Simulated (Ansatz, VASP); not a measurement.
One calculation of NaCl, two programs

INCAR

```
  PREC = Accurate
  ENCUT = 520
  EDIFF = 1E-6
  ISMEAR = 0
  SIGMA = 0.05
  LREAL = F
  LASPH = T
  NELM = 60
  ALGO = Normal
  ISIF = 2
  LWAVE = F
  LCHARG = F
  GGA = PS
  NBANDS = 14
```

KPOINTS

```
regular mesh
0
Gamma
  8 8 8
```

POSCAR

```
NaCl
1.0
    0.0000000000      2.9450200000      2.6052100000
    2.9450200000      0.0000000000      2.6052100000
    2.9450200000      2.9450200000      0.0000000000
Na Cl
1 1
Direct
    0.0000000000      0.0000000000      0.0000000000
    0.5000000000      0.5000000000      0.5000000000
```

Input for Ansatz:

```yaml
crystal:
  lattice:
    - [0.0, 2.94502, 2.60521]
    - [2.94502, 0.0, 2.60521]
    - [2.94502, 2.94502, 0.0]
  atoms:
    - { symbol: Na, position: [0.0, 0.0, 0.0] }
    - { symbol: Cl, position: [0.5, 0.5, 0.5] }
basis:
  ecutwfc: 420
kpoints:
  mp_grid: { grid: [8, 8, 8] }
hamiltonian:
  xc: pbesol
scf:
  occupations: { method: gaussian, width: 0.05 }
output:
  forces: true
  stress: true
  eigenvalues: true
```

Change from the starting cell: strain +0.040 along x and y, -0.080 along z, atoms carried along.

Alike in both runs: task single point; functional PBEsol; k mesh 8 × 8 × 8; occupations gaussian, width 0.05 eV; no spin polarisation.

```csv
,VASP,Ansatz
version,VASP 6.6.1,Ansatz 0.2.0
potentials or method,"VASP PAW PBE potentials, release 64 (Na_pv, Cl), cutoff 520 eV","scalar-relativistic, plane waves, PAW"
valence electrons in the cell,14,16
```

Ansatz gave:

| Property | Result |
| --- | --- |
| gap on the k mesh at the Fermi level (eV) | 4.88 |
| least direct gap on the mesh (eV) | 4.88 |
| pressure (GPa) | 0.3 |
| traceless stress, the component that is largest in VASP (GPa) | 4.05 |

What did VASP give for the same quantities?

gap on the k mesh at the Fermi level (eV): 4.88; least direct gap on the mesh (eV): 4.88; pressure (GPa): 0.4; traceless stress, the component that is largest in VASP (GPa): 4.13.

VASP's potentials were made for PBE, not for PBEsol. The functional is the same, so the differences come from potentials, cutoffs and numerics. VASP's potentials hold 14 valence electrons a cell and Ansatz's 16, so a difference there can come from the potentials and not from the codes.
